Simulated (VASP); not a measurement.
Wanted: the native input for a VASP 6.6.1 run.

| Quantity | Value |
| --- | --- |
| Task | single point |
| Functional | PBE |
| Potentials or basis | VASP PAW PBE potentials, release 64 (Pt) |
| Cutoff | 520 eV |
| k mesh | 12 × 12 × 1 |
| Occupations | gaussian, width 0.1 eV |
| Spin | no spin polarisation |
| Dipole correction | yes |
| Further INCAR settings | ALGO = Normal; EDIFF = 1e-07; NBANDS = 28 |

The structure of Pt lies in POSCAR:

```
Pt
1.0
    2.8072945010      0.0000000000      0.0000000000
   -1.4036472505      2.4311883537      0.0000000000
    0.0000000000      0.0000000000     23.8764390851
Pt
4
Direct
    0.6666666667      0.3333333333      0.3559994842
    0.3333333333      0.6666666667      0.4519998281
    0.0000000000      0.0000000000      0.5468120141
    0.6666666667      0.3333333333      0.6431272091
```

These files were run (other wordings do the same):

INCAR

```
SYSTEM = Pt
ALGO     = Normal         ! electronic algorithm
DIPOL    = 0.5 0.5 0.499
EDIFF    = 1E-7           ! SCF threshold, eV
ENCUT    = 520            ! plane-wave cutoff, eV
GGA      = PE             ! functional
IDIPOL   = 3            
ISIF     = 2              ! what is computed and relaxed
ISMEAR   = 0              ! smearing method
LASPH    = .True.         ! aspherical terms in the spheres
LCHARG   = .True.         ! write CHGCAR
LDIPOL   = .True.       
LELF     = .True.         ! ELF
LREAL    = .False.        ! projectors in reciprocal space
LVACPOTAV= .True.       
LVHAR    = .True.       
LWAVE    = .False.        ! write WAVECAR
NBANDS   = 28             ! bands
NELM     = 60             ! most SCF steps
PREC     = Accurate       ! precision mode
SIGMA    = 0.1            ! smearing width, eV
```

KPOINTS

```
k-points
0
Gamma
  12 12 1
  0 0 0
```

Potentials or basis: VASP PAW PBE potentials, release 64 (Pt).

Command:

```console
$ cat potpaw_PBE.64/Pt/POTCAR > POTCAR
$ mpirun -np 1 vasp_std > vasp.out
```

Results of the run:

```yaml
Largest_force: 0.034 eV/Å
Band_gap_on_the_k_mesh: zero (band 20 reaches 1.05 eV, above the bottom of band 21 at -0.32 eV)
```

Caveat: spin-orbit coupling is left out, which moves the levels of the heavy elements.

It took 110 s on 1 thread of Intel(R) Xeon(R) 6975P-C (Granite Rapids), on a shared host, peak memory 0.32 GiB.
